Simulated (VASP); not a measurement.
Crystal: BSe.

```xyz
2
Lattice="0.0000 2.5485 2.5485 2.5485 0.0000 2.5485 2.5485 2.5485 0.0000" Properties=species:S:1:pos:R:3 pbc="T T T"
B     0.0000    0.0000    0.0000
Se    2.5485    2.5485    2.5485
```

| Item | Value |
| --- | --- |
| Program | VASP 6.6.1 |
| Task | relaxation of cell and atoms |
| Functional | PBE |
| Potentials or basis | VASP PAW PBE potentials, release 64 (B, Se) |
| Cutoff | 500 eV |
| k mesh | 6 × 6 × 6 |
| Occupations | gaussian, width 0.1 eV |
| Spin | no spin polarisation |

At the start: pressure -16.3 GPa; volume 16.55 Å³/atom.

Problem. How do energy, volume and symmetry change on relaxing?

Solution. Over 3 steps the energy falls by 230.0 meV/atom and the volume is 12.94 Å³/atom (-21.8 %); space group Fm-3m (No. 225, to 0.1 Å) before and after.

Step by step:
```
step  energy change (eV)  largest force (eV/Å)  pressure (GPa)  volume (Å³)
   1              0.0000                0.0000          -16.26        33.11
   2             -0.4594                0.0000            0.92        25.69
   3             -0.4599                0.0000           -0.01        25.89
```

Final structure:
```yaml
crystal:
  lattice:
    - [0.00000, 2.34787, 2.34787]
    - [2.34787, 0.00000, 2.34787]
    - [2.34787, 2.34787, 0.00000]
  atoms:
    - { symbol: B, position: [0.00000, 0.00000, 0.00000] }
    - { symbol: Se, position: [0.50000, 0.50000, 0.50000] }
```

Caveat: the volume moved by over 15 % at a fixed basis, so the end points are rough.
